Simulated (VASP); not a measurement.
Write the native input for VASP 6.6.1 that does the following.

* Task: single point
* Functional: PBEsol
* Potentials or basis: VASP PAW PBE potentials, release 64 (Hf_pv, N)
* Cutoff: 600 eV
* k mesh: 2 × 2 × 2
* Occupations: fermi-dirac, width 0.1 eV
* Spin: no spin polarisation
* Dipole correction: no
* Further INCAR settings: ALGO = Normal; EDIFF = 1e-06; NBANDS = 74

The structure of HfN lies in POSCAR:

```
HfN
1.0
    6.2678160680      0.0000000000      0.0000000000
   -3.1339080340      5.4280879411      0.0000000000
    0.0000000000      0.0000000000      5.4167680000
Hf N
8 8
Direct
    0.3333333333      0.1666666667      0.7500000000
    0.1666666667      0.3333333333      0.2500000000
    0.3333333333      0.6666666667      0.7500000000
    0.1666666667      0.8333333333      0.2500000000
    0.8333333333      0.1666666667      0.7500000000
    0.6666666667      0.3333333333      0.2500000000
    0.8333333333      0.6666666667      0.7500000000
    0.6666666667      0.8333333333      0.2500000000
    0.0000000000      0.0000000000      0.0000000000
    0.0000000000      0.0000000000      0.5000000000
    0.0000000000      0.5000000000      0.0000000000
    0.0000000000      0.5000000000      0.5000000000
    0.5000000000      0.0000000000      0.0000000000
    0.5000000000      0.0000000000      0.5000000000
    0.5000000000      0.5000000000      0.0000000000
    0.5000000000      0.5000000000      0.5000000000
```

These files were run (other wordings do the same):

INCAR

```
SYSTEM = HfN
  PREC = Accurate
  ENCUT = 600
  EDIFF = 1E-6
  ISMEAR = -1
  SIGMA = 0.1
  LREAL = .False.
  LASPH = .True.
  NELM = 120
  ALGO = Normal
  ISIF = 2
  LWAVE = .False.
  LCHARG = .False.
  GGA = PS
  NBANDS = 74
  GGA_COMPAT = .False.
```

KPOINTS

```
Automatic mesh
0
Gamma
  2 2 2
  0 0 0
```

Potentials or basis: VASP PAW PBE potentials, release 64 (Hf_pv, N).

Run with:

```console
$ cat potpaw_PBE.64/Hf_pv/POTCAR potpaw_PBE.64/N/POTCAR > POTCAR
$ mpirun -np 1 vasp_std > vasp.out
```

Results of the run:

- Pressure: -3.0 GPa
- Band gap on the k mesh: zero (bands 60 and 61 overlap by 0.07 eV)

Caveat: the k points lie up to 0.58 Å⁻¹ apart; the PAW data sets were made with another functional, which shifts forces and pressure a little; spin-orbit coupling is left out, which moves the levels of the heavy elements.

Run time: 83 s on 1 thread of Intel(R) Xeon(R) Platinum 8559C (Emerald Rapids) (shared host), peak memory 0.35 GiB.
